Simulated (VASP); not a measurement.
KI, 2 atoms in the cell. The structure is cubic, space group Fm-3m (No. 225). The conventional cell has a = 7.089 Å, b = 7.089 Å, c = 7.089 Å, α = 90.00°, β = 90.00°, γ = 90.00°. Within 4.7 Å of K (site symmetry m-3m) lie 6 I at 3.54 Å. Within 4.7 Å of I (site symmetry m-3m) lie 6 K at 3.54 Å. 

| Quantity | Value |
| --- | --- |
| Program | VASP 6.6.1 |
| Task | single point |
| Functional | PBE |
| Potentials or basis | VASP PAW PBE potentials, release 64 (K_sv, I) |
| Cutoff | 520 eV |
| k mesh | 4 × 4 × 4 |
| Occupations | gaussian, width 0.01 eV |
| Spin | no spin polarisation |
| Dipole correction | no |
| Further INCAR settings | ALGO = Normal; EDIFF = 1e-06; NBANDS = 15 |

Potentials or basis: VASP PAW PBE potentials, release 64 (K_sv, I).

The run is started by

```console
$ cat potpaw_PBE.64/K_sv/POTCAR potpaw_PBE.64/I/POTCAR > POTCAR
$ mpirun -np 1 vasp_std > vasp.out
```

Hardware: 1 thread of Intel(R) Xeon(R) 6975P-C (Granite Rapids) (shared host).

Q: Estimate the wall time of this run.

A: It took 15 s on 1 thread of Intel(R) Xeon(R) 6975P-C (Granite Rapids), with other jobs on the host, peak memory 0.23 GiB. Counts: scf iterations 12, k points 8.
